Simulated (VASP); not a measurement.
# Sc (P6_3/mmc) in VASP: a series of runs

Sc is run at these levels: PBEsol; tasks: single point.

Everything below comes from runs of VASP 6.6.1. Logs are shortened: lines on timing, memory, paths and dates and some standing lists are left out, and cuts for length are marked.

### Step 1. The cell of the first run

It takes space group P6_3/mmc (No. 194, hexagonal). Conventional cell: a = 3.309 Å, b = 3.309 Å, c = 5.163 Å, α = 90.00°, β = 90.00°, γ = 120.00°. Within 4.2 Å of Sc (site symmetry -6m2) lie 12 Sc at 3.21 to 3.31 Å.

### Step 2. Single point, PBEsol (strain -0.0200 x Voigt [0, 0, 1, 0, 0, 0])

INCAR reads:

```
SYSTEM = Sc
  PREC = Accurate
  ENCUT = 520
  EDIFF = 1E-6
  ISMEAR = 0
  SIGMA = 0.15
  LREAL = .FALSE.
  LASPH = .TRUE.
  NELM = 80
  ALGO = Fast
  ISIF = 2
  LWAVE = .FALSE.
  LCHARG = .FALSE.
  GGA = PS
  NBANDS = 18
```

KPOINTS reads:

```
regular mesh
0
G
  18 18 10
  0 0 0
```

POSCAR reads:

```
Sc
1.0
    3.3087978973      0.0000000000      0.0000000000
   -1.6543989486      2.8655030350      0.0000000000
    0.0000000000      0.0000000000      5.1626400000
Sc
2
Direct
    0.3333333333      0.6666666667      0.2500000000
    0.6666666667      0.3333333333      0.7500000000
```

Potentials or basis: VASP PAW PBE potentials, release 64 (Sc_sv).

The run is started by

```bash
$ cat potpaw_PBE.64/Sc_sv/POTCAR > POTCAR
$ mpirun -np 1 vasp_std > vasp.out
```

OUTCAR:

```text
SYSTEM = Sc
   PREC = Accurate
   ENCUT = 520
   EDIFF = 1E-6
   ISMEAR = 0
   LREAL = .FALSE.
   LASPH = .TRUE.
   NELM = 80
   ISIF = 2
   GGA = PS

 ion  position               nearest neighbor table
   1  0.333  0.667  0.250-   2 3.21   2 3.21   2 3.21   2 3.21   2 3.21   2 3.21
   2  0.667  0.333  0.750-   1 3.21   1 3.21   1 3.21   1 3.21   1 3.21   1 3.21

  LATTYP: Found a hexagonal cell.
 ALAT       =     3.3087978973
 C/A-ratio  =     1.5602766202

  Lattice vectors:

 A1 = (   3.3087978973,   0.0000000000,   0.0000000000)
 A2 = (  -1.6543989486,   2.8655030350,   0.0000000000)
 A3 = (   0.0000000000,   0.0000000000,   5.1626400000)

Analysis of symmetry for initial positions (statically):
=====================================================================
 Subroutine PRICEL returns:
 Original cell was already a primitive cell.

 Routine SETGRP: Setting up the symmetry group for a
 hexagonal supercell.

 Subroutine GETGRP returns: Found 24 space group operations
 (whereof 12 operations were pure point group operations)
 out of a pool of 24 trial point group operations.

The static configuration has the point symmetry D_3d.
 The point group associated with its full space group is D_6h.

Analysis of symmetry for dynamics (positions and initial velocities):
=====================================================================
 Subroutine PRICEL returns:
 Original cell was already a primitive cell.

 Routine SETGRP: Setting up the symmetry group for a
 hexagonal supercell.

 Subroutine GETGRP returns: Found 24 space group operations
 (whereof 12 operations were pure point group operations)
 out of a pool of 24 trial point group operations.

The dynamic configuration has the point symmetry D_3d.
 The point group associated with its full space group is D_6h.

 Subroutine INISYM returns: Found 24 space group operations
 (whereof 12 operations are pure point group operations),
 and found     1 'primitive' translations

----------------------------------------------------------------------------------------

                                     Primitive cell

  volume of cell :      48.9489

  direct lattice vectors                    reciprocal lattice vectors
     3.308797897  0.000000000  0.000000000     0.302224563  0.174489433  0.000000000
    -1.654398949  2.865503035  0.000000000     0.000000000  0.348978866  0.000000000
     0.000000000  0.000000000  5.162640000     0.000000000  0.000000000  0.193699348

  length of vectors
     3.308797897  3.308797897  5.162640000     0.348978866  0.348978866  0.193699348

  position of ions in fractional coordinates (direct lattice)
     0.333333333  0.666666667  0.250000000
     0.666666667  0.333333333  0.750000000

  ion indices of the primitive-cell ions
   primitive index   ion index
                 1           1
                 2           2

----------------------------------------------------------------------------------------

 KPOINTS: regular mesh

Automatic generation of k-mesh.
 Grid dimensions read from file:
 generate k-points for:   18   18   10

 Generating k-lattice:

  Cartesian coordinates                     Fractional coordinates (reciprocal lattice)
     0.016790254  0.009693857  0.000000000     0.055555556 -0.000000000  0.000000000
     0.000000000  0.019387715  0.000000000     0.000000000  0.055555556  0.000000000
     0.000000000  0.000000000  0.019369935     0.000000000  0.000000000  0.100000000

  Length of vectors
     0.019387715  0.019387715  0.019369935

  Shift w.r.t. Gamma in fractional coordinates (k-lattice)
     0.000000000  0.000000000  0.000000000

 Subroutine IBZKPT returns following result:
 ===========================================

 Found    222 irreducible k-points:

 Following reciprocal coordinates:
            Coordinates               Weight
  0.000000  0.000000  0.000000      1.000000
  0.055556 -0.000000  0.000000      6.000000
  0.111111 -0.000000  0.000000      6.000000
  0.166667  0.000000  0.000000      6.000000
  0.222222 -0.000000  0.000000      6.000000
  0.277778 -0.000000  0.000000      6.000000
[... 16 lines left out ...]
  0.333333  0.111111  0.000000     12.000000
  0.388889  0.111111  0.000000     12.000000
 [... further k-points ...]
   k-points           NKPTS =    222   k-points in BZ     NKDIM =    222   number of bands    NBANDS=     18
   number of dos      NEDOS =    301   number of ions     NIONS =      2
   total plane-waves  NPLWV =  31360
   dimension x,y,z NGX =    28 NGY =   28 NGZ =   40
   dimension x,y,z NGXF=    56 NGYF=   56 NGZF=   80
   ions per type =               2
   NGX,Y,Z   is equivalent  to a cutoff of  14.07, 14.07, 12.88 a.u.
   NGXF,Y,Z  is equivalent  to a cutoff of  28.14, 28.14, 25.76 a.u.
 SYSTEM =  Sc
   PREC   = accura    normal or accurate (medium, high low for compatibility)
   ISTART =      0    job   : 0-new  1-cont  2-samecut
   ICHARG =      2    charge: 1-file 2-atom 10-const
   ISPIN  =      1    spin polarized calculation?
   LNONCOLLINEAR =      F non collinear calculations
   LSORBIT =      F    spin-orbit coupling
   LASPH  =      T    aspherical Exc in radial PAW
   ENCUT  =  520.0 eV  38.22 Ry    6.18 a.u.   6.15  6.15  9.60*2*pi/ulx,y,z
   NELM   =     80;   NELMIN=  2; NELMDL= -5     # of ELM steps
   EDIFF  = 0.1E-05   stopping-criterion for ELM
   LREAL  =      F    real-space projection
   EDIFFG = 0.1E-04   stopping-criterion for IOM
   NSW    =      0    number of steps for IOM
   IBRION =     -1    ionic relax: 0-MD 1-quasi-New 2-CG
   NFREE  =      0    steps in history (QN), initial steepest desc. (CG)
   ISIF   =      2    stress and relaxation
   ISYM   =      2    0-nonsym 1-usesym 2-fastsym
   POTIM  = 0.5000    time-step for ionic-motion
   TEBEG  =    0.0;   TEEND  =   0.0 temperature during run
   PSTRESS=    0.0 pullay stress
   NELECT =      22.0000    total number of electrons
   NUPDOWN=      -1.0000    fix difference up-down
   EMIN   =  10.00;   EMAX   =-10.00  energy-range for DOS
   EFERMI =   0.00;   METHOD = LEGACY
   ISMEAR =     0;   SIGMA  =   0.15  broadening in eV -4-tet -1-fermi 0-gaus
   EFERMI_NEDOS =   21; number of points for ismear=-14 and -15
   IALGO  =     68    algorithm
   IMIX   =      4    mixing-type and parameters
     AMIX     =   0.40;   BMIX     =  1.00
     AMIX_MAG =   1.60;   BMIX_MAG =  1.00
  volume/ion in A,a.u.               =      24.47       165.16
  Fermi-wavevector in a.u.,A,eV,Ry     =   1.254011  2.369738 21.395760  1.572544
  Thomas-Fermi vector in A             =   2.387837
   LORBIT       =      0    0 simple, 1 ext, 2 COOP (PROOUT), +10 PAW based schemes
   GGA     = PS    functional components
   LHFCALC =     F    Hartree Fock is set to
   AEXX    =    0.0000 exact exchange contribution
   IVDW    =     0    specifies the selected vdW correction
   LEPSILON=     F    determine dielectric tensor
   LRPA    =     F    only Hartree local field effects (RPA)
 non-spin polarized calculation
 RMM-DIIS sequential band-by-band and
 Gauss-broadening in eV      SIGMA  =   0.15
  energy-cutoff  :      520.00
  volume of cell :       48.95
 maximum number of plane-waves:      1339
 NGX is ok and might be reduce to    28
   NGX = 13   NGY = 13   NGZ = 19

 number of electron      21.9999995 magnetization

 Free energy of the ion-electron system (eV)
  ---------------------------------------------------
  ext. energy  EPLUGINS =         0.00000000
  ---------------------------------------------------
  free energy    TOTEN  =       -13.22454466 eV

  energy without entropy =      -13.17839321  energy(sigma->0) =      -13.20146894

 E-fermi :   3.6134     XC(G=0): -10.0184

 val. band max:        3.6117124900   @ k =   0.2778   0.1111   0.1000
 cond. band min:       3.6166991887   @ k =   0.3333   0.0556   0.4000
 fundamental gap:      0.0049866987
 Fermi energy:         3.6134420447

 k-point     1 :       0.0000    0.0000    0.0000
  band No.  band energies     occupation
      1     -45.5717      2.00000
      2     -45.4973      2.00000
      3     -24.4994      2.00000
      4     -24.1440      2.00000
      5     -24.1440      2.00000
      6     -24.0755      2.00000
[... 10 lines left out ...]
     17       5.9433      0.00000
     18       5.9434      0.00000

 k-point     2 :       0.0556   -0.0000    0.0000
  band No.  band energies     occupation
      1     -45.5702      2.00000
      2     -45.4968      2.00000
      3     -24.4952      2.00000
      4     -24.1521      2.00000
      5     -24.1469      2.00000
      6     -24.0839      2.00000
[... 10 lines left out ...]
     17       5.8853      0.00000
     18       5.9005      0.00000

 k-point     3 :       0.1111   -0.0000    0.0000
  band No.  band energies     occupation
      1     -45.5658      2.00000
      2     -45.4954      2.00000
      3     -24.4828      2.00000
      4     -24.1755      2.00000
      5     -24.1549      2.00000
      6     -24.1083      2.00000
[... 10 lines left out ...]
     17       5.7852      0.00000
     18       5.8390      0.00000

 k-point     4 :       0.1667    0.0000    0.0000
  band No.  band energies     occupation
      1     -45.5588      2.00000
      2     -45.4932      2.00000
      3     -24.4631      2.00000
      4     -24.2114      2.00000
      5     -24.1669      2.00000
      6     -24.1451      2.00000
[... 10 lines left out ...]
     17       5.9510      0.00000
     18       6.0462      0.00000

 k-point     5 :       0.2222   -0.0000    0.0000
  band No.  band energies     occupation
      1     -45.5500      2.00000
      2     -45.4909      2.00000
      3     -24.4372      2.00000
      4     -24.2559      2.00000
      5     -24.1892      2.00000
      6     -24.1811      2.00000
[... 10 lines left out ...]
     17       6.1902      0.00000
     18       6.3156      0.00000

 k-point     6 :       0.2778   -0.0000    0.0000
  band No.  band energies     occupation
      1     -45.5402      2.00000
      2     -45.4889      2.00000
      3     -24.4070      2.00000
      4     -24.3037      2.00000
      5     -24.2350      2.00000
      6     -24.1959      2.00000
[... 10 lines left out ...]
     17       6.4845      0.00000
     18       6.6288      0.00000

 k-point     7 :       0.3333   -0.0000    0.0000
  band No.  band energies     occupation
      1     -45.5303      2.00000
      2     -45.4876      2.00000
      3     -24.3747      2.00000
      4     -24.3488      2.00000
      5     -24.2770      2.00000
      6     -24.2096      2.00000
[... 10 lines left out ...]
     17       6.8176      0.00000
     18       6.9484      0.00000

 k-point     8 :       0.3889    0.0000    0.0000
  band No.  band energies     occupation
      1     -45.5215      2.00000
      2     -45.4873      2.00000
      3     -24.3858      2.00000
      4     -24.3437      2.00000
      5     -24.3107      2.00000
      6     -24.2205      2.00000
[... 10 lines left out ...]
     17       7.2411      0.00000
     18       7.3378      0.00000
[... 229 lines left out ...]
     17       5.9462      0.00000
     18       6.2462      0.00000

 k-point    20 :       0.1667    0.1111    0.0000
  band No.  band energies     occupation
      1     -45.5465      2.00000
      2     -45.4901      2.00000
      3     -24.4266      2.00000
      4     -24.2582      2.00000
      5     -24.2312      2.00000
      6     -24.1665      2.00000
[... 10 lines left out ...]
     17       6.1431      0.00000
     18       6.5488      0.00000

 k-point    21 :       0.2222    0.1111    0.0000
  band No.  band energies     occupation
      1     -45.5371      2.00000
      2     -45.4884      2.00000
      3     -24.3971      2.00000
      4     -24.3014      2.00000
      5     -24.2627      2.00000
      6     -24.1900      2.00000
[... 10 lines left out ...]
     17       6.5113      0.00000
     18       6.8902      0.00000

 k-point    22 :       0.2778    0.1111    0.0000
  band No.  band energies     occupation
      1     -45.5276      2.00000
      2     -45.4874      2.00000
      3     -24.3654      2.00000
      4     -24.3437      2.00000
      5     -24.2901      2.00000
      6     -24.2125      2.00000
[... 10 lines left out ...]
     17       6.8857      0.00000
     18       7.2541      0.00000

 k-point    23 :       0.3333    0.1111    0.0000
  band No.  band energies     occupation
      1     -45.5190      2.00000
      2     -45.4874      2.00000
      3     -24.3785      2.00000
      4     -24.3346      2.00000
      5     -24.3120      2.00000
      6     -24.2307      2.00000
[... 10 lines left out ...]
     17       7.2103      0.00000
     18       7.6100      0.00000

 k-point    24 :       0.3889    0.1111    0.0000
  band No.  band energies     occupation
      1     -45.5126      2.00000
      2     -45.4882      2.00000
      3     -24.4012      2.00000
      4     -24.3262      2.00000
      5     -24.3096      2.00000
      6     -24.2425      2.00000
[... 10 lines left out ...]
     17       7.4048      0.00000
     18       7.6618      0.00000

 [... further k-points ...]
[... 5 lines left out ...]
  --------------------------------------------------------------------------------------
  -------------------------------------------------------------------------------------
  Total       -0.5278002     -0.5278002     -0.6062776     -0.0000000      0.0000000      0.0000000
  in kB      -17.2757619    -17.2757619    -19.8444546     -0.0000000      0.0000000      0.0000000
  external PRESSURE =     -18.1319928 kB  Pullay stress =       0.0000000 kB

 VOLUME and BASIS-vectors are now :
 -----------------------------------------------------------------------------
  energy-cutoff  :      520.00
  volume of cell :       48.95
      direct lattice vectors                 reciprocal lattice vectors
     3.308797897  0.000000000  0.000000000     0.302224563  0.174489433  0.000000000
    -1.654398949  2.865503035  0.000000000     0.000000000  0.348978866  0.000000000
     0.000000000  0.000000000  5.162640000     0.000000000  0.000000000  0.193699348

 POSITION                                       TOTAL-FORCE (eV/Angst)
 -----------------------------------------------------------------------------------
     -0.00000      1.91034      1.29066        -0.000000     -0.000000      0.000000
      1.65440      0.95517      3.87198         0.000000      0.000000      0.000000
 -----------------------------------------------------------------------------------
    total drift:                                0.000000     -0.000000      0.000000

  FREE ENERGIE OF THE ION-ELECTRON SYSTEM (eV)
  ---------------------------------------------------
  free  energy   TOTEN  =       -13.2245446631 eV

  energy  without entropy=      -13.1783932131  energy(sigma->0) =      -13.20146894
```

Wall time 3.9 min (1 thread of Intel Xeon Platinum 8259CL at 2.50GHz (Skylake/Cascade Lake), shared host); peak memory 0.29 GiB.

What came out:

* Free energy: -13.2245 eV
* Pressure: -1.8 GPa
* Band gap on the k mesh: zero (band 11 reaches 4.59 eV, above the bottom of band 12 at 3.10 eV)

Stress tensor (GPa, compression positive):
```
-1.73  0.00  0.00
 0.00 -1.73  0.00
 0.00  0.00 -1.98
```

Caveat: the cell differs from its parent crystal (strain -0.0200 x Voigt [0, 0, 1, 0, 0, 0]); the PAW data sets were made with another functional, which shifts forces and pressure a little.

(Continued in part 2 of 2.)
